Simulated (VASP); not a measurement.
Input of a VASP 6.6.1 run:

Contents of INCAR:

```
PREC = Accurate
ENCUT = 520
EDIFF = 1E-7
ISMEAR = -1
SIGMA = 0.05
LREAL = False
LASPH = True
NELM = 100
ALGO = Normal
ISIF = 2
LWAVE = False
LCHARG = True
GGA = PE
LELF = True
LVHAR = True
NBANDS = 18
```

Contents of KPOINTS:

```
Automatic mesh
0
Gamma
  18 18 18
```

Contents of POSCAR:

```
Ta
1.0
   -2.1681090526      2.1681090526      1.1868477810
    2.1681090526     -2.1681090526      1.1868477810
    2.1681090526      2.1681090526     -1.1868477810
Ta
2
Direct
   -0.3750000000     -0.1250000000     -0.2500000000
    0.3750000000      0.1250000000      0.2500000000
```

Potentials or basis: VASP PAW PBE potentials, release 64 (Ta_pv).

Command:

```bash
$ cat potpaw_PBE.64/Ta_pv/POTCAR > POTCAR
$ mpirun -np 1 vasp_std > vasp.out
```

Task: What does it give for the band gap on the k mesh?

Result: Zero (bands 11 and 12 overlap by 3.16 eV).

Task: What does it give for the pressure?

Result: 275.8 GPa.

Stress tensor (GPa, compression positive):
```
276.00   0.00   0.00
  0.00 276.00   0.00
  0.00   0.00 275.39
```

Caveat: the cell stands under pressure; spin-orbit coupling is left out, which moves the levels of the heavy elements.
